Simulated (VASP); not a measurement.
A run of VASP 6.6.1:

The input POSCAR:

```
Nb
1.0
   -1.6555580009      1.6555580009      1.6555580009
    1.6555580009     -1.6555580009      1.6555580009
    1.6555580009      1.6555580009     -1.6555580009
Nb
1
Direct
    0.0000000000      0.0000000000      0.0000000000
```

The input INCAR.step1:

```
  PREC = Accurate
  ENCUT = 520
  EDIFF = 1E-6
  ISMEAR = 0
  SIGMA = 0.1
  LREAL = False
  LASPH = True
  NELM = 100
  ALGO = Normal
  ISIF = 2
  LWAVE = False
  LCHARG = True
  LMAXMIX = 4
  GGA = PE
  NBANDS = 12
```

Contents of KPOINTS.step1:

```
regular mesh
0
Gamma
  18 18 18
```

INCAR.step2

```
  PREC = Accurate
  ENCUT = 520
  EDIFF = 1E-6
  ISMEAR = -5
  SIGMA = 0.1
  LREAL = False
  LASPH = True
  NELM = 100
  ALGO = Normal
  ISIF = 2
  LWAVE = False
  LCHARG = False
  LMAXMIX = 4
  GGA = PE
  LORBIT = 10
  NBANDS = 12
  NEDOS = 1001
  ICHARG = 11
```

File KPOINTS.step2:

```
regular mesh
0
Gamma
  27 27 27
```

Potentials or basis: VASP PAW PBE potentials, release 64 (Nb_sv).

Run with:

```sh
$ cat potpaw_PBE.64/Nb_sv/POTCAR > POTCAR
$ cp INCAR.step1 INCAR
$ cp KPOINTS.step1 KPOINTS
$ mpirun -np 1 vasp_std > vasp.out
$ cp INCAR.step2 INCAR
$ cp KPOINTS.step2 KPOINTS
$ mpirun -np 1 vasp_std > vasp.out
```

Hardware: 1 thread of Intel(R) Xeon(R) Platinum 8488C (Sapphire Rapids), on a shared host.

Q: How long does it take, and how much memory?

A: Wall time 86 s on 1 thread of Intel(R) Xeon(R) Platinum 8488C (Sapphire Rapids) (shared host), peak memory 0.27 GiB. Counts: k points 560.
